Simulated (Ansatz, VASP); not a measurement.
Li: VASP beside Ansatz

```
Li
1.0
     3.05154    0.00000    0.00000
    -1.52577    2.64271    0.00000
     0.00000    0.00000    5.00992
Li
2
Direct
  0.33333 0.66667 0.25000
  0.66667 0.33333 0.75000
```

Alike in both runs: functional PBEsol; k mesh 18 × 18 × 10; occupations gaussian, width 0.1 eV; no spin polarisation.

Ansatz relaxed the structure, and its values are those at the end. VASP's run is a single point on that final structure, the one shown.

|  | VASP | Ansatz |
| --- | --- | --- |
| version | VASP 6.6.1 | Ansatz 0.2.0 |
| potentials or method | VASP PAW PBE potentials, release 64 (Li_sv), cutoff 750 eV | scalar-relativistic, plane waves, PAW |
| valence electrons in the cell | 6 | 6 |

|  | VASP | Ansatz | Ansatz less VASP |
| --- | --- | --- | --- |
| gap on the k mesh at the Fermi level (eV) | none | none | - |
| pressure (GPa) | -0.1 | 0.0 | +0.12 |

VASP's potentials were made for PBE, not for PBEsol. A gap of «none» marks a metal or a gap that the smearing closes. The functional is the same, so the differences come from potentials, cutoffs and numerics.
